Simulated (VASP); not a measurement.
Wanted: the native input for a VASP 6.6.1 run.

```
Task                   : relaxation of cell and atoms
Functional             : PBE
Dispersion             : D3(BJ)
Potentials or basis    : VASP PAW PBE potentials, release 64 (Ru_pv)
Cutoff                 : 600 eV
k mesh                 : 18 × 18 × 18
Occupations            : gaussian, width 0.1 eV
Spin                   : no spin polarisation
Dipole correction      : no
Further INCAR settings : ALGO = Fast; EDIFF = 1e-06; IBRION = 2; EDIFFG = -0.005; NSW = 100; ISIF = 3
```

The structure of Ru lies in POSCAR:

```
Ru
1.0
    0.0000000000      1.8956891339      1.8956891339
    1.8956891339      0.0000000000      1.8956891339
    1.8956891339      1.8956891339      0.0000000000
Ru
1
Direct
    0.0000000000      0.0000000000      0.0000000000
```

These files were run (other wordings do the same):

INCAR

```
ALGO = Fast ; EDIFF = 1E-6
EDIFFG = -0.005 ; ENCUT = 600
GGA = PE ; IBRION = 2
ISIF = 3 ; ISMEAR = 0
IVDW = 12 ; LASPH = True
LCHARG = False ; LREAL = False
LWAVE = False ; NELM = 60
NSW = 100 ; PREC = Accurate
SIGMA = 0.1
```

KPOINTS

```
k-points
0
Gamma
  18 18 18
```

Potentials or basis: VASP PAW PBE potentials, release 64 (Ru_pv).

Run with:

```sh
$ cat potpaw_PBE.64/Ru_pv/POTCAR > POTCAR
$ mpirun -np 1 vasp_std > vasp.out
```

Results of the run:

```
Relaxed volume                         : 13.50 Å³/atom
Relaxed cell                           : a = 2.673 Å, b = 2.673 Å, c = 2.673 Å, α = 60.00°, β = 60.00°, γ = 60.00°
Space group after relaxing (to 0.05 Å) : Fm-3m (No. 225)
Energy gained by relaxing              : 1.2 meV/atom
Ionic steps                            : 3
Pressure after relaxing                : 0.0 GPa
Band gap on the k mesh                 : zero (band 7 reaches 15.14 eV, above the bottom of band 8 at 11.67 eV)
Dispersion energy per atom             : -0.628 eV
```

Caveat: pairwise dispersion overbinds metals, which lowers pressure and volume.

Run time: 51 s on 1 thread of Intel Xeon 6975P-C, on a shared host, peak memory 0.18 GiB.
